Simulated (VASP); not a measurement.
# Li (Im-3m) in VASP: notebook, part 2 of 2

VASP 6.6.1.

## 4. Single point, PBE+D4

This run uses another cell than the first one, of 20.06 Å³/atom.

INCAR reads:

```
SYSTEM = Li
ALGO = Normal ; EDIFF = 1E-6
ENCUT = 750 ; GGA = PE
GGA_COMPAT = .False. ; ISIF = 2
ISMEAR = -1 ; IVDW = 13
LASPH = .True. ; LCHARG = .True.
LELF = .True. ; LREAL = .False.
LVHAR = .True. ; LWAVE = .False.
NBANDS = 8 ; NELM = 120
PREC = Accurate ; SIGMA = 0.1
```

KPOINTS reads:

```
Automatic mesh
0
Gamma
  11 11 11
  0.5 0.5 0.5
```

POSCAR reads:

```
Li
1.0
   -1.7118240969      1.7118240969      1.7118240969
    1.7118240969     -1.7118240969      1.7118240969
    1.7118240969      1.7118240969     -1.7118240969
Li
1
Direct
    0.0000000000      0.0000000000      0.0000000000
```

Potentials or basis: VASP PAW PBE potentials, release 64 (Li_sv).

The run is started by

```sh
$ cat potpaw_PBE.64/Li_sv/POTCAR > POTCAR
$ mpirun -np 1 vasp_std > vasp.out
```

OUTCAR:

```text
SYSTEM = Li
   EDIFF = 1E-6
   ENCUT = 750
   GGA = PE
   ISIF = 2
   ISMEAR = -1
   IVDW = 13
   LASPH = .True.
   LREAL = .False.
   NELM = 120
   PREC = Accurate

 ion  position               nearest neighbor table
   1  0.000  0.000  0.000-

  LATTYP: Found a body centered cubic cell.
 ALAT       =     3.4236481938

  Lattice vectors:

 A1 = (  -1.7118240969,   1.7118240969,   1.7118240969)
 A2 = (   1.7118240969,  -1.7118240969,   1.7118240969)
 A3 = (   1.7118240969,   1.7118240969,  -1.7118240969)

Analysis of symmetry for initial positions (statically):
=====================================================================
 Subroutine PRICEL returns:
 Original cell was already a primitive cell.

 Routine SETGRP: Setting up the symmetry group for a
 body centered cubic supercell.

 Subroutine GETGRP returns: Found 48 space group operations
 (whereof 48 operations were pure point group operations)
 out of a pool of 48 trial point group operations.

The static configuration has the point symmetry O_h .

Analysis of symmetry for dynamics (positions and initial velocities):
=====================================================================
 Subroutine PRICEL returns:
 Original cell was already a primitive cell.

 Routine SETGRP: Setting up the symmetry group for a
 body centered cubic supercell.

 Subroutine GETGRP returns: Found 48 space group operations
 (whereof 48 operations were pure point group operations)
 out of a pool of 48 trial point group operations.

The dynamic configuration has the point symmetry O_h .

 Subroutine INISYM returns: Found 48 space group operations
 (whereof 48 operations are pure point group operations),
 and found     1 'primitive' translations

----------------------------------------------------------------------------------------

                                     Primitive cell

  volume of cell :      20.0649

  direct lattice vectors                    reciprocal lattice vectors
    -1.711824097  1.711824097  1.711824097     0.000000000  0.292086086  0.292086086
     1.711824097 -1.711824097  1.711824097     0.292086086  0.000000000  0.292086086
     1.711824097  1.711824097 -1.711824097     0.292086086  0.292086086  0.000000000

  length of vectors
     2.964966309  2.964966309  2.964966309     0.413072104  0.413072104  0.413072104

  position of ions in fractional coordinates (direct lattice)
     0.000000000  0.000000000  0.000000000

  ion indices of the primitive-cell ions
   primitive index   ion index
                 1           1

----------------------------------------------------------------------------------------

 KPOINTS: Automatic mesh

Automatic generation of k-mesh.
 Grid dimensions read from file:
 generate k-points for:   11   11   11

 Generating k-lattice:

  Cartesian coordinates                     Fractional coordinates (reciprocal lattice)
     0.000000000  0.026553281  0.026553281     0.090909091  0.000000000  0.000000000
     0.026553281  0.000000000  0.026553281     0.000000000  0.090909091  0.000000000
     0.026553281  0.026553281  0.000000000     0.000000000  0.000000000  0.090909091

  Length of vectors
     0.037552009  0.037552009  0.037552009

  Shift w.r.t. Gamma in fractional coordinates (k-lattice)
     0.500000000  0.500000000  0.500000000

 Subroutine IBZKPT returns following result:
 ===========================================

 Found     56 irreducible k-points:

 Following reciprocal coordinates:
            Coordinates               Weight
  0.045455  0.045455  0.045455      8.000000
  0.136364  0.045455  0.045455     24.000000
  0.227273  0.045455  0.045455     24.000000
  0.318182  0.045455  0.045455     24.000000
  0.409091  0.045455  0.045455     24.000000
 -0.045455  0.045455  0.045455      6.000000
[... 16 lines left out ...]
 -0.409091  0.500000  0.045455     48.000000
 -0.318182  0.500000  0.045455     48.000000
 [... further k-points ...]
   k-points           NKPTS =     56   k-points in BZ     NKDIM =     56   number of bands    NBANDS=      8
   number of dos      NEDOS =    301   number of ions     NIONS =      1
   total plane-waves  NPLWV =  21952
   dimension x,y,z NGX =    28 NGY =   28 NGZ =   28
   dimension x,y,z NGXF=    56 NGYF=   56 NGZF=   56
   ions per type =               1
   NGX,Y,Z   is equivalent  to a cutoff of  15.70, 15.70, 15.70 a.u.
   NGXF,Y,Z  is equivalent  to a cutoff of  31.40, 31.40, 31.40 a.u.
 SYSTEM =  Li
   PREC   = accura    normal or accurate (medium, high low for compatibility)
   ISTART =      0    job   : 0-new  1-cont  2-samecut
   ICHARG =      2    charge: 1-file 2-atom 10-const
   ISPIN  =      1    spin polarized calculation?
   LNONCOLLINEAR =      F non collinear calculations
   LSORBIT =      F    spin-orbit coupling
   LASPH  =      T    aspherical Exc in radial PAW
   ENCUT  =  750.0 eV  55.12 Ry    7.42 a.u.   6.62  6.62  6.62*2*pi/ulx,y,z
   NELM   =    120;   NELMIN=  2; NELMDL= -5     # of ELM steps
   EDIFF  = 0.1E-05   stopping-criterion for ELM
   LREAL  =      F    real-space projection
   EDIFFG = 0.1E-04   stopping-criterion for IOM
   NSW    =      0    number of steps for IOM
   IBRION =     -1    ionic relax: 0-MD 1-quasi-New 2-CG
   NFREE  =      0    steps in history (QN), initial steepest desc. (CG)
   ISIF   =      2    stress and relaxation
   ISYM   =      2    0-nonsym 1-usesym 2-fastsym
   POTIM  = 0.5000    time-step for ionic-motion
   TEBEG  =    0.0;   TEEND  =   0.0 temperature during run
   PSTRESS=    0.0 pullay stress
   NELECT =       3.0000    total number of electrons
   NUPDOWN=      -1.0000    fix difference up-down
   EMIN   =  10.00;   EMAX   =-10.00  energy-range for DOS
   EFERMI =   0.00;   METHOD = LEGACY
   ISMEAR =    -1;   SIGMA  =   0.10  broadening in eV -4-tet -1-fermi 0-gaus
   EFERMI_NEDOS =   21; number of points for ismear=-14 and -15
   IALGO  =     38    algorithm
   IMIX   =      4    mixing-type and parameters
     AMIX     =   0.40;   BMIX     =  1.00
     AMIX_MAG =   1.60;   BMIX_MAG =  1.00
  volume/ion in A,a.u.               =      20.06       135.40
  Fermi-wavevector in a.u.,A,eV,Ry     =   0.868899  1.641982 10.272208  0.754986
  Thomas-Fermi vector in A             =   1.987644
   LORBIT       =      0    0 simple, 1 ext, 2 COOP (PROOUT), +10 PAW based schemes
   GGA     = PE    functional components
   LHFCALC =     F    Hartree Fock is set to
   AEXX    =    0.0000 exact exchange contribution
   IVDW    =    13    specifies the selected vdW correction
   LEPSILON=     F    determine dielectric tensor
   LRPA    =     F    only Hartree local field effects (RPA)
 non-spin polarized calculation
  energy-cutoff  :      750.00
  volume of cell :       20.06
 maximum number of plane-waves:       951
   NGX = 13   NGY = 13   NGZ = 13

 number of electron       3.0000003 magnetization

 Free energy of the ion-electron system (eV)
  ---------------------------------------------------
  ext. energy  EPLUGINS =         0.00000000
  ---------------------------------------------------
  free energy    TOTEN  =        -1.91238707 eV

  energy without entropy =       -1.89683474  energy(sigma->0) =       -1.90461091

 E-fermi :   0.6247     XC(G=0):  -7.0690

 val. band max:        0.5453626812   @ k =  -0.4091   0.4091   0.1364
 cond. band min:       0.7555702039   @ k =   0.4091   0.0455   0.0455
 fundamental gap:      0.2102075227
 Fermi energy:         0.6246881360

 k-point     1 :       0.0455    0.0455    0.0455
  band No.  band energies     occupation
      1     -45.8485      2.00000
      2      -2.6960      2.00000
      3      14.0536      0.00000
      4      14.4102      0.00000
      5      14.4102      0.00000
      6      18.2744      0.00000
      7      18.2744      0.00000
      8      20.9707      0.00000
[... 243 lines left out ...]
 k-point    24 :      -0.3182    0.5000    0.0455
  band No.  band energies     occupation
      1     -45.8296      2.00000
      2       0.8793      0.14535
      3       5.1524      0.00000
      4       8.0798      0.00000
      5      12.3532      0.00000
      6      16.9318      0.00000
      7      18.7463      0.00000
      8      21.6508      0.00000

 [... further k-points ...]

------------------------ aborting loop because EDIFF is reached ----------------------------------------

  DFT-D4 for vdW energy calculation

  Edisp (eV):   -0.01965

  FORCE on cell =-STRESS in cart. coord.  units (eV):
  Direction    XX          YY          ZZ          XY          YZ          ZX
  --------------------------------------------------------------------------------------
  -------------------------------------------------------------------------------------
  Total      -0.01378    -0.01378    -0.01378     0.00000     0.00000    -0.00000
  in kB      -1.10063    -1.10063    -1.10063     0.00000     0.00000    -0.00000
  external pressure =       -1.10 kB  Pullay stress =        0.00 kB

 VOLUME and BASIS-vectors are now :
 -----------------------------------------------------------------------------
  energy-cutoff  :      750.00
  volume of cell :       20.06
      direct lattice vectors                 reciprocal lattice vectors
    -1.711824097  1.711824097  1.711824097     0.000000000  0.292086086  0.292086086
     1.711824097 -1.711824097  1.711824097     0.292086086  0.000000000  0.292086086
     1.711824097  1.711824097 -1.711824097     0.292086086  0.292086086  0.000000000

 POSITION                                       TOTAL-FORCE (eV/Angst)
 -----------------------------------------------------------------------------------
      0.00000      0.00000      0.00000        -0.000000     -0.000000     -0.000000
 -----------------------------------------------------------------------------------
    total drift:                                0.000000     -0.000000      0.000000

  FREE ENERGIE OF THE ION-ELECTRON SYSTEM (eV)
  ---------------------------------------------------
  free  energy   TOTEN  =        -1.9320397926 eV

  energy  without entropy=       -1.9164874569  energy(sigma->0) =       -1.92426362
```

Wall time 6 s (1 thread of AMD EPYC 9R45 (Zen 5), shared host); peak memory 0.12 GiB.

Results:

```
Free energy                : -1.9320 eV
Pressure                   : -0.1 GPa
Band gap on the k mesh     : zero (an odd number of electrons rules out a gap without spin polarisation)
Dispersion energy per atom : -0.020 eV
```

Levels at points of the mesh, in eV from the Fermi level:
| k point | band 1 | band 2 | band 3 | band 4 | band 5 | band 6 |
| --- | --- | --- | --- | --- | --- | --- |
| (0.50, 0.50, 0.50) | -46.44 | 5.59 | 5.59 | 5.59 | 7.85 | 7.85 |

## 5. Single point, RPBE

This run uses another cell than the first one, of 21.10 Å³/atom.

INCAR reads:

```
  PREC = Accurate
  ENCUT = 750
  EDIFF = 1E-6
  ISMEAR = -1
  SIGMA = 0.1
  LREAL = False
  LASPH = True
  NELM = 120
  ALGO = Normal
  ISIF = 2
  LWAVE = False
  LCHARG = False
  GGA = RP
  NBANDS = 8
  GGA_COMPAT = False
```

KPOINTS is that of step 4.

POSCAR reads:

```
Li
1.0
   -1.7406611606      1.7406611606      1.7406611606
    1.7406611606     -1.7406611606      1.7406611606
    1.7406611606      1.7406611606     -1.7406611606
Li
1
Direct
    0.0000000000      0.0000000000      0.0000000000
```

The run is started by

```sh
$ cat potpaw_PBE.64/Li_sv/POTCAR > POTCAR
$ mpirun -np 1 vasp_std > vasp.out
```

Run time: 6.1 s. Hardware: 1 thread of AMD EPYC 9R45 (Zen 5), shared host; peak memory 0.12 GiB.

It converged, with:

```
Free energy            : -1.8205 eV
Pressure               : -0.2 GPa
Band gap on the k mesh : zero (an odd number of electrons rules out a gap without spin polarisation)
```

Levels at points of the mesh, in eV from the Fermi level:
```tsv
k point	band 1	band 2	band 3	band 4	band 5
(0.50, 0.50, 0.50)	-46.73	5.46	5.46	5.46	7.58
```

Caveat: the PAW data sets were made with another functional, which shifts forces and pressure a little.

## 6. Relaxation of cell and atoms, LDA

This run uses another cell than the first one, of 21.61 Å³/atom.

INCAR reads:

```
SYSTEM = Li
PREC     = Accurate       ! precision mode
ENCUT    = 750            ! plane-wave cutoff, eV
EDIFF    = 1E-7           ! SCF threshold, eV
ISMEAR   = -1             ! smearing method
SIGMA    = 0.1            ! smearing width, eV
LREAL    = .False.        ! projectors in reciprocal space
LASPH    = .True.         ! aspherical terms in the spheres
NELM     = 120            ! most SCF steps
ALGO     = Normal         ! electronic algorithm
ISIF     = 3              ! what is computed and relaxed
LWAVE    = .False.        ! write WAVECAR
LCHARG   = .False.        ! write CHGCAR
GGA      = CA             ! functional
IBRION   = 2              ! ionic algorithm
NSW      = 80             ! ionic steps
EDIFFG   = -0.01          ! ionic threshold
GGA_COMPAT= .False.      
NELMIN   = 4
```

KPOINTS is that of step 5.

POSCAR reads:

```
Li
1.0
   -1.7546500000      1.7546500000      1.7546500000
    1.7546500000     -1.7546500000      1.7546500000
    1.7546500000      1.7546500000     -1.7546500000
Li
1
Direct
    0.0000000000      0.0000000000      0.0000000000
```

Potentials or basis: VASP PAW LDA potentials, release 64 (Li_sv).

The run is started by

```sh
$ cat potpaw_LDA.64/Li_sv/POTCAR > POTCAR
$ mpirun -np 1 vasp_std > vasp.out
```

Wall time 13 s (1 thread of AMD EPYC 9R45 (Zen 5), shared host); peak memory 0.1 GiB.

It converged, with:

* Free energy: -2.0535 eV
* Relaxed volume: 18.93 Å³/atom
* Relaxed cell: a = 2.908 Å, b = 2.908 Å, c = 2.908 Å, α = 109.47°, β = 109.47°, γ = 109.47°
* Space group after relaxing (to 0.1 Å): Im-3m (No. 229)
* Energy gained by relaxing: 15.1 meV/atom
* Ionic steps: 4
* Pressure after relaxing: 0.0 GPa
* Band gap on the k mesh: zero (an odd number of electrons rules out a gap without spin polarisation)

The path:
```
step  energy change (eV)  largest force (eV/Å)  pressure (GPa)  volume (Å³)
   1              0.0000                0.0000           -1.66        21.61
   2             -0.0065                0.0000           -1.32        20.92
   3             -0.0145                0.0000           -0.38        19.45
   4             -0.0151                0.0000            0.03        18.93
```

Final structure:
```
Li
1.0
    -1.67884    1.67884    1.67884
     1.67884   -1.67884    1.67884
     1.67884    1.67884   -1.67884
Li
1
Direct
  0.00000 0.00000 0.00000
```

Levels at points of the mesh, in eV from the Fermi level:
```csv
k point,band 1,band 2,band 3,band 4
"(0.50, 0.50, 0.50)",-45.44,5.71,5.71,5.71
```

LDA usually gives volumes a few per cent too small. Zero-point motion and thermal expansion aren't in these numbers.

## 7. Summary

| task | level | potentials or basis | cell | gap on the mesh (eV) | pressure (GPa) |
| --- | --- | --- | --- | --- | --- |
| single point | PBE+D3(BJ) | VASP PAW PBE potentials, release 64 (Li_sv) | a = 2.881 Å, angles 109.5°, 1 atom | none | -0.2 |
| single point | LDA | VASP PAW LDA potentials, release 64 (Li_sv) | a = 2.913 Å, angles 109.5°, 1 atom | none | -0.1 |
| single point | PBE+D4 | VASP PAW PBE potentials, release 64 (Li_sv) | a = 2.965 Å, angles 109.5°, 1 atom | none | -0.1 |
| single point | RPBE | VASP PAW PBE potentials, release 64 (Li_sv) | a = 3.015 Å, angles 109.5°, 1 atom | none | -0.2 |
| relaxation of cell and atoms | LDA | VASP PAW LDA potentials, release 64 (Li_sv) | relaxed from a = 3.039 Å, angles 109.5°, 1 atom | none | 0.0 |

Alike in all rows: no spin polarisation; k mesh 11 × 11 × 11, shifted; cutoff (eV) 750; smearing fermi-dirac 0.1 eV.

Caveats: the PAW data sets were made with another functional, which shifts forces and pressure a little (at least some runs).

Absolute energies hang on the potentials; compare differences alone.
